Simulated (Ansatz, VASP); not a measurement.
**Ga: VASP beside Ansatz**

The input INCAR:

```
SYSTEM = Ga
ALGO = Normal
EDIFF = 1E-6
ENCUT = 520
GGA = PE
ISIF = 2
ISMEAR = -1
LASPH = .True.
LCHARG = .False.
LREAL = .False.
LWAVE = .False.
NBANDS = 34
NELM = 80
PREC = Accurate
SIGMA = 0.1
```

The input KPOINTS:

```
k-points
0
Gamma
  3 3 3
  0 0 0
```

Contents of POSCAR:

```
Ga
1.0
    2.3107968683     -3.8729233244      0.0000000000
    2.3107968683      3.8729233244      0.0000000000
    0.0000000000      0.0000000000      4.5463111460
Ga
4
Direct
    0.8442122196      0.1557877804      0.0839449706
    0.6557877804      0.3442122196      0.5839449706
    0.1557877804      0.8442122196      0.9160550294
    0.3442122196      0.6557877804      0.4160550294
```

Input for Ansatz:

```yaml
crystal:
  lattice:
    - [2.3107968683, -3.8729233244, 0.0]
    - [2.3107968683, 3.8729233244, 0.0]
    - [0.0, 0.0, 4.546311146]
  atoms:
    - { symbol: Ga, position: [0.8442122196, 0.1557877804, 0.0839449706] }
    - { symbol: Ga, position: [0.6557877804, 0.3442122196, 0.5839449706] }
    - { symbol: Ga, position: [0.1557877804, 0.8442122196, 0.9160550294] }
    - { symbol: Ga, position: [0.3442122196, 0.6557877804, 0.4160550294] }
hamiltonian:
  xc: pbe
  pseudopotentials:
    kind: paw
    azcp:
      Ga: "pseudopotentials/Ga.paw.azcp"
basis:
  ecutwfc: 420
  fft_grid_basis: typed
kpoints:
  mp_grid: { grid: [3, 3, 3], shift: [0, 0, 0] }
magnetization:
  spin_polarized: false
scf:
  occupations: { method: fermi_dirac, width: 0.1 }
  lower_state_search: "off"
output:
  stress: true
```

Alike in both runs: task single point; functional PBE; k mesh 3 × 3 × 3; occupations fermi-dirac, width 0.1 eV; no spin polarisation.

|  | VASP | Ansatz |
| --- | --- | --- |
| version | VASP 6.6.1 | Ansatz 0.2.0 |
| potentials or method | VASP PAW PBE potentials, release 64 (Ga_d), cutoff 520 eV | plane waves (420 eV) with PAW, scalar-relativistic |
| valence electrons in the cell | 52 | 52 |

Ansatz gave:

| Quantity | Value |
| --- | --- |
| pressure (GPa) | 0.4 |
| traceless stress, the component that is largest in VASP (GPa) | 2.09 |

Problem. Estimate VASP's values.

Solution. Pressure (GPa): 0.5; traceless stress, the component that is largest in VASP (GPa): 2.10.

The k mesh is coarse, so the values compare programs but aren't converged.
